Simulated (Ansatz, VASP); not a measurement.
# Tl: VASP beside Ansatz

The input INCAR:

```
ALGO = Normal
EDIFF = 1E-7
EDIFFG = -0.005
ENCUT = 600
GGA = PE
IBRION = 2
ISIF = 3
ISMEAR = 0
IVDW = 12
LASPH = T
LCHARG = F
LREAL = F
LWAVE = F
NELM = 100
NSW = 100
PREC = Accurate
SIGMA = 0.1
```

Contents of KPOINTS:

```
k-points
0
Gamma
  15 15 8
```

The input POSCAR:

```
Tl
1.0
    3.4560000000      0.0000000000      0.0000000000
   -1.7280000000      2.9929837955      0.0000000000
    0.0000000000      0.0000000000      5.5250000000
Tl
2
Direct
    0.3333333333      0.6666666667      0.2500000000
    0.6666666667      0.3333333333      0.7500000000
```

Input for Ansatz:

```yaml
crystal:
  lattice:
    - [3.456, 0.0, 0.0]
    - [-1.728, 2.9929837955, 0.0]
    - [0.0, 0.0, 5.525]
  atoms:
    - { symbol: Tl, position: [0.3333333333, 0.6666666667, 0.25] }
    - { symbol: Tl, position: [0.6666666667, 0.3333333333, 0.75] }
basis:
  ecutwfc: 420
kpoints:
  mp_grid: { grid: [15, 15, 8] }
hamiltonian:
  xc: pbe
  dispersion: d3bj
scf:
  occupations: { method: gaussian, width: 0.1 }
output:
  forces: true
  stress: true
  eigenvalues: true
  write_density: true
  write_potential: true
  elf: true
  volumetric_format: npy
relax:
  adjacent_minimum: "off"
  f_tol: 0.005
  max_steps: 80
  cell: { stress_tol: 0.05 }
```

Alike in both runs: task relaxation of cell and atoms; functional PBE; dispersion D3(BJ); k mesh 15 × 15 × 8; occupations gaussian, width 0.1 eV; no spin polarisation.

|  | VASP | Ansatz |
| --- | --- | --- |
| version | VASP 6.6.1 | Ansatz 0.2.0 |
| potentials or method | VASP PAW PBE potentials, release 64 (Tl_d), cutoff 600 eV | scalar-relativistic, plane waves, PAW |
| valence electrons in the cell | 26 | 26 |

```tsv
	VASP	Ansatz	Ansatz less VASP
gap on the k mesh at the Fermi level, each at its own relaxed structure (eV)	none	none	-
relaxed volume (Å³/atom)	29.60	29.61	+0.011
relaxed cell length with the largest relative difference (Å)	5.485	5.473	-0.0118
```

A gap of «none» marks a metal or a gap that the smearing closes.

Neither program's run includes spin-orbit coupling.
